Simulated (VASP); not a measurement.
Set up this calculation in VASP 6.6.1, as the native input.

```
Task                   : electric field gradients
Functional             : LDA
Potentials or basis    : VASP PAW LDA potentials, release 64 (In_d, Sb)
Cutoff                 : 520 eV
k mesh                 : 10 × 10 × 10
Occupations            : fermi-dirac, width 0.03 eV
Spin                   : no spin polarisation
Dipole correction      : no
Further INCAR settings : ALGO = Normal; EDIFF = 1e-08; NBANDS = 16
```

The structure of InSb lies in POSCAR:

```
InSb
1.0
    0.0000000000      3.1743180000      3.2391000000
    3.1743180000      0.0000000000      3.2391000000
    3.1743180000      3.1743180000      0.0000000000
In Sb
1 1
Direct
    0.0000000000      0.0000000000      0.0000000000
    0.7500000000      0.7500000000      0.7500000000
```

This cell differs from its parent crystal: equal xx and yy strain of -2 %.

The input as run:

INCAR

```
SYSTEM = InSb
PREC     = Accurate       ! precision mode
ENCUT    = 520            ! plane-wave cutoff, eV
EDIFF    = 1E-8           ! SCF threshold, eV
ISMEAR   = -1             ! smearing method
SIGMA    = 0.03           ! smearing width, eV
LREAL    = .FALSE.        ! projectors in reciprocal space
LASPH    = .TRUE.         ! aspherical terms in the spheres
NELM     = 80             ! most SCF steps
ALGO     = Normal         ! electronic algorithm
ISIF     = 2              ! what is computed and relaxed
LWAVE    = .FALSE.        ! write WAVECAR
LCHARG   = .FALSE.        ! write CHGCAR
GGA      = CA             ! functional
LEFG     = .TRUE.       
NBANDS   = 16             ! bands
```

KPOINTS

```
regular mesh
0
G
  10 10 10
  0 0 0
```

Potentials or basis: VASP PAW LDA potentials, release 64 (In_d, Sb).

Launch:

```bash
$ cat potpaw_LDA.64/In_d/POTCAR potpaw_LDA.64/Sb/POTCAR > POTCAR
$ mpirun -np 1 vasp_std > vasp.out
```

It gave:

```yaml
Pressure: 1.5 GPa
Band_gap_on_the_k_mesh: zero (filled and empty bands touch)
Largest_electric_field_gradient_by_atom: In -5.6; Sb +5.3 V/Å²
```

Caveat: the cell differs from its parent crystal (equal xx and yy strain of -2 %); semilocal functionals underestimate gaps, and a narrow one can read as zero; without QUAD_EFG the Cq values of the log hold for a quadrupole moment of 1 mb, not for the nuclei; spin-orbit coupling is left out, which moves the levels of the heavy elements.

It took 2.5 min on 1 thread of Intel Xeon 8259CL, on a shared host, peak memory 0.26 GiB.
